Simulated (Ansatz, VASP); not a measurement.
**Ti in VASP and in Ansatz**

File POSCAR:

```
Ti
1.0
   -1.5852474989      1.5852474989      1.7071896142
    1.5852474989     -1.5852474989      1.7071896142
    1.5852474989      1.5852474989     -1.7071896142
Ti
1
Direct
    0.0000000000      0.0000000000      0.0000000000
```

The input INCAR.step1:

```
SYSTEM = Ti
PREC = Accurate
ENCUT = 520
ISMEAR = 0
SIGMA = 0.15
LREAL = .FALSE.
LASPH = .TRUE.
NELM = 80
NBANDS = 12
GGA = PE
ALGO = Normal
EDIFF = 1E-4
LWAVE = .TRUE.
LCHARG = .FALSE.
```

INCAR.step2

```
SYSTEM = Ti
PREC = Accurate
ENCUT = 520
EDIFF = 1E-6
ISMEAR = 0
SIGMA = 0.15
LREAL = .FALSE.
LASPH = .TRUE.
NELM = 80
ALGO = Normal
ISIF = 2
LWAVE = .FALSE.
LCHARG = .FALSE.
METAGGA = R2SCAN
LMIXTAU = .TRUE.
NBANDS = 12
ISTART = 1
```

KPOINTS

```
regular mesh
0
G
  26 26 26
  0 0 0
```

Input for Ansatz:

```yaml
crystal:
  lattice:
    - [-1.5852474989, 1.5852474989, 1.7071896142]
    - [1.5852474989, -1.5852474989, 1.7071896142]
    - [1.5852474989, 1.5852474989, -1.7071896142]
  atoms:
    - { symbol: Ti, position: [0.0, 0.0, 0.0] }
basis:
  ecutwfc: 500
kpoints:
  mp_grid: { grid: [26, 26, 26] }
hamiltonian:
  xc: r2scan
scf:
  occupations: { method: gaussian, width: 0.15 }
output:
  forces: true
  stress: true
  eigenvalues: true
```

Change from the starting cell: strain -0.025 along x and y, +0.050 along z, atoms carried along.

Alike in both runs: task single point; functional r2SCAN; k mesh 26 × 26 × 26; occupations gaussian, width 0.15 eV; no spin polarisation.

```csv
,VASP,Ansatz
version,VASP 6.6.1,Ansatz 0.2.0
potentials or method,"VASP PAW PBE potentials, release 64 (Ti_sv), cutoff 520 eV","scalar-relativistic, plane waves, PAW"
valence electrons in the cell,12,12
```

```csv
,VASP,Ansatz,Ansatz less VASP
gap on the k mesh at the Fermi level (eV),none,none,-
pressure (GPa),0.9,0.5,-0.32
"traceless stress, the component that is largest in VASP (GPa)",1.61,1.59,-0.022
```

VASP's potentials were made for PBE, not for r2SCAN. A gap of «none» marks a metal or a gap that the smearing closes.
